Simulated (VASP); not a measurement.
A run of VASP 6.6.1 is set up as follows.

The input INCAR:

```
SYSTEM = SiB4N
  PREC = Accurate
  ENCUT = 520
  EDIFF = 1E-7
  ISMEAR = 0
  SIGMA = 0.1
  LREAL = .False.
  LASPH = .True.
  NELM = 150
  ALGO = Normal
  ISIF = 2
  LWAVE = .False.
  LCHARG = .True.
  ISPIN = 2
  MAGMOM = 0 0 0 0 0 1
  LORBIT = 11
  GGA = PE
  LELF = .True.
  LVHAR = .True.
  NBANDS = 24
```

File KPOINTS:

```
Automatic mesh
0
Gamma
  6 6 6
  0 0 0
```

The input POSCAR:

```
SiB4N
1.0
    4.9061293247      0.0000000000      0.0000000000
   -2.4530646623      4.2488326294      0.0000000000
    0.0000000000      0.0000000000      2.7693299897
Si B N
1 4 1
Direct
    0.3333333333      0.6666666667      0.0000000000
    0.6666666667      0.3333333333      0.0000000000
   -0.0885659057      0.4557170471      0.5000000000
    0.5442829529      0.4557170471      0.5000000000
    0.5442829529      1.0885659057      0.5000000000
    0.0000000000      0.0000000000      0.0000000000
```

Potentials or basis: VASP PAW PBE potentials, release 64 (Si, B, N).

Run with:

```bash
$ cat potpaw_PBE.64/Si/POTCAR potpaw_PBE.64/B/POTCAR potpaw_PBE.64/N/POTCAR > POTCAR
$ mpirun -np 1 vasp_std > vasp.out
```

Problem. Predict the pressure.

Solution. 0.1 GPa.

Problem. Predict the site moments.

Solution. Si +0.01; B +0.05, +0.06 (each value once); N +1.60 μB.

Problem. Predict the net moment.

Solution. 2.61 μB per cell.

Stress tensor (GPa, compression positive):
```
 0.24  0.00  0.00
 0.00  0.24  0.00
 0.00  0.00 -0.14
```

Caveat: the k points lie up to 0.38 Å⁻¹ apart.
